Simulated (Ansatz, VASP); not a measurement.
One calculation of Sb, two programs

INCAR

```
SYSTEM = Sb
  ALGO = Normal
  DIPOL = 0.5 0.5 0.500
  EDIFF = 1E-7
  ENCUT = 520
  GGA = PE
  IDIPOL = 3
  ISIF = 2
  ISMEAR = -1
  LASPH = .True.
  LCHARG = .False.
  LDIPOL = .True.
  LREAL = .False.
  LWAVE = .False.
  NBANDS = 24
  NELM = 60
  PREC = Accurate
  SIGMA = 0.1
```

The input KPOINTS:

```
k-points
0
Gamma
  11 11 1
  0 0 0
```

The input POSCAR:

```
Sb
1.0
    3.3888387686      0.0000000000      0.0000000000
   -1.6944193843      2.9348204630      0.0000000000
    0.0000000000      0.0000000000     29.8349000000
Sb
6
Direct
    0.1666666665      0.3333333335      0.2681427397
    0.5000000005      0.9999999995      0.3608856437
    0.8333333335      0.6666666665      0.4536285476
    0.1666666665      0.3333333335      0.5463714516
    0.5000000005      0.9999999995      0.6391143563
    0.8333333335      0.6666666665      0.7318572603
```

Input for Ansatz:

```yaml
crystal:
  lattice:
    - [3.3888387686, 0.0, 0.0]
    - [-1.6944193843, 2.934820463, 0.0]
    - [0.0, 0.0, 29.8349]
  atoms:
    - { symbol: Sb, position: [0.1666666665, 0.3333333335, 0.2681427397] }
    - { symbol: Sb, position: [0.5000000005, 0.9999999995, 0.3608856437] }
    - { symbol: Sb, position: [0.8333333335, 0.6666666665, 0.4536285476] }
    - { symbol: Sb, position: [0.1666666665, 0.3333333335, 0.5463714516] }
    - { symbol: Sb, position: [0.5000000005, 0.9999999995, 0.6391143563] }
    - { symbol: Sb, position: [0.8333333335, 0.6666666665, 0.7318572603] }
kpoints:
  mp_grid: { grid: [11, 11, 1] }
scf:
  occupations: { method: fermi_dirac, width: 0.1 }
hamiltonian:
  xc: pbe
  pseudopotentials: { kind: paw }
output:
  forces: true
  stress: true
  eigenvalues: true
  populations: true
efield:
  axis: 3
  amplitude: 0
  dipole_correction: true
```

Alike in both runs: task single point; functional PBE; k mesh 11 × 11 × 1; occupations fermi-dirac, width 0.1 eV; no spin polarisation.

```csv
,VASP,Ansatz
version,VASP 6.6.1,Ansatz 0.2.0
potentials or method,"VASP PAW PBE potentials, release 64 (Sb)","PAW with Ansatz's default frozen-core files, scalar-relativistic"
plane-wave cutoff (eV),520,420
valence electrons in the cell,30,90
```

|  | VASP | Ansatz | Ansatz less VASP |
| --- | --- | --- | --- |
| rms of the force components (eV/Å) | 0.128 | 0.126 | -0.0016 |

Atom by atom the forces differ by 0.002 eV/Å (rms over components). VASP's potentials hold 30 valence electrons a cell and Ansatz's 90, so a difference there can come from the potentials and not from the codes.

Neither program's run includes spin-orbit coupling.
